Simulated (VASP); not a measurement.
Write the native input for VASP 6.6.1 that does the following.

```yaml
Task: single point
Functional: PBE0
Potentials_or_basis: VASP PAW PBE potentials, release 64 (Ta_pv, N)
Cutoff: 520 eV
k_mesh: 6 × 6 × 6
Occupations: fermi-dirac, width 0.05 eV
Spin: no spin polarisation
Dipole_correction: no
Grid_for_exact_exchange_PRECFOCK: Normal
Further_INCAR_settings: ALGO = Normal; EDIFF = 1e-06; NBANDS = 15
```

TaN:

```
CELL_PARAMETERS angstrom
0.00000 2.16618 2.16618
2.16618 0.00000 2.16618
2.16618 2.16618 0.00000
ATOMIC_POSITIONS crystal
Ta 0.50000 0.50000 0.50000
N 0.00000 0.00000 0.00000
```

One way to write it, as run:

POSCAR

```
TaN
1.0
    0.0000000000      2.1661812927      2.1661812927
    2.1661812927      0.0000000000      2.1661812927
    2.1661812927      2.1661812927      0.0000000000
Ta N
1 1
Direct
    0.5000000000      0.5000000000      0.5000000000
    0.0000000000      0.0000000000      0.0000000000
```

INCAR.step1

```
SYSTEM = TaN
ALGO     = Normal         ! electronic algorithm
EDIFF    = 1E-5           ! SCF threshold, eV
ENCUT    = 520            ! plane-wave cutoff, eV
GGA      = PE             ! functional
ISIF     = 2              ! what is computed and relaxed
ISMEAR   = -1             ! smearing method
LASPH    = .TRUE.         ! aspherical terms in the spheres
LCHARG   = .FALSE.        ! write CHGCAR
LREAL    = .FALSE.        ! projectors in reciprocal space
LWAVE    = .TRUE.         ! write WAVECAR
NBANDS   = 15             ! bands
NELM     = 60             ! most SCF steps
PREC     = Accurate       ! precision mode
SIGMA    = 0.05           ! smearing width, eV
```

INCAR.step2

```
SYSTEM = TaN
AEXX     = 0.25           ! exact-exchange fraction
ALGO     = Normal         ! electronic algorithm
EDIFF    = 1E-6           ! SCF threshold, eV
ENCUT    = 520            ! plane-wave cutoff, eV
GGA      = PE             ! functional
ISIF     = 2              ! what is computed and relaxed
ISMEAR   = -1             ! smearing method
ISTART   = 1            
LASPH    = .TRUE.         ! aspherical terms in the spheres
LCHARG   = .FALSE.        ! write CHGCAR
LHFCALC  = .TRUE.         ! exact exchange
LREAL    = .FALSE.        ! projectors in reciprocal space
LWAVE    = .FALSE.        ! write WAVECAR
NBANDS   = 15             ! bands
NELM     = 60             ! most SCF steps
PREC     = Accurate       ! precision mode
PRECFOCK = Normal       
SIGMA    = 0.05           ! smearing width, eV
```

KPOINTS

```
k-points
0
G
  6 6 6
  0 0 0
```

Potentials or basis: VASP PAW PBE potentials, release 64 (Ta_pv, N).

Command:

```bash
$ cat potpaw_PBE.64/Ta_pv/POTCAR potpaw_PBE.64/N/POTCAR > POTCAR
$ cp INCAR.step1 INCAR
$ mpirun -np 1 vasp_std > vasp.out
$ cp INCAR.step2 INCAR
$ mpirun -np 1 vasp_std > vasp.out
```

It gave:

- Pressure: 13.4 GPa
- Band gap on the k mesh: zero (band 8 reaches 12.89 eV, above the bottom of band 9 at 7.18 eV)

Caveat: the k points lie up to 0.42 Å⁻¹ apart; the PAW data sets were made with another functional, which shifts forces and pressure a little; spin-orbit coupling is left out, which moves the levels of the heavy elements.

It took 21 min on 1 thread of Intel(R) Xeon(R) Platinum 8259CL CPU @ 2.50GHz (Skylake/Cascade Lake) (shared host), peak memory 0.16 GiB.
